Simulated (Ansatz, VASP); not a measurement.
## SiC in VASP and in Ansatz

```
Si C
1.0
     0.02644    2.18347    2.18347
     2.18347    0.02644    2.18347
     2.18347    2.18347    0.02644
Si C
1 1
Direct
  0.00062 0.00062 0.00062
  0.24938 0.24938 0.24938
```

Change from the starting cell: strained cell.

Alike in both runs: functional PBE; k mesh 9 × 9 × 9; occupations gaussian, width 0.02 eV; no spin polarisation.

Ansatz relaxed the structure, and its values are those at the end. VASP's run is a single point on that final structure, the one shown.

```csv
,VASP,Ansatz
version,VASP 6.6.1,Ansatz 0.2.0
potentials or method,"VASP PAW PBE potentials, release 64 (Si, C), cutoff 600 eV","scalar-relativistic, plane waves, PAW"
valence electrons in the cell,8,8
```

|  | VASP | Ansatz | Ansatz less VASP |
| --- | --- | --- | --- |
| gap on the k mesh at the Fermi level (eV) | 1.42 | 1.42 | +0.003 |
| least direct gap on the mesh (eV) | 4.52 | 4.52 | +0.004 |
| pressure (GPa) | 5.9 | 6.1 | +0.20 |

The functional is the same, so the differences come from potentials, cutoffs and numerics. Ansatz's warnings: stress scf threshold loose.
